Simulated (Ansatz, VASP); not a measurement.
**One calculation of Sb, two programs**

```
CELL_PARAMETERS angstrom
2.16470 1.24979 3.82741
-2.16470 1.24979 3.82741
0.00000 -2.49958 3.82741
ATOMIC_POSITIONS crystal
Sb 0.23152 0.23152 0.23152
Sb 0.76848 0.76848 0.76848
```

Alike in both runs: task single point; functional PBE; k mesh 8 × 8 × 8; occupations fermi-dirac, width 0.02 eV; non-collinear spin, spin-orbit coupling.

```csv
,VASP,Ansatz
version,VASP 6.6.1,Ansatz 0.2.0
potentials or method,"VASP PAW PBE potentials, release 64 (Sb)","plane waves, PAW"
plane-wave cutoff (eV),520,420
valence electrons in the cell,10,30
```

|  | VASP | Ansatz | Ansatz less VASP |
| --- | --- | --- | --- |
| pressure (GPa) | 1.9 | 1.9 | -0.10 |
| traceless stress, the component that is largest in VASP (GPa) | -0.45 | -0.42 | +0.038 |
| rms of the force components (eV/Å) | 0.158 | 0.128 | -0.0292 |
| net moment per atom (μB) | 0.00 | 0.00 | 0.000 |

Atom by atom the forces differ by 0.029 eV/Å (rms over components). The functional is the same, so the differences come from potentials, cutoffs and numerics. VASP's potentials hold 10 valence electrons a cell and Ansatz's 30, so a difference there can come from the potentials and not from the codes.
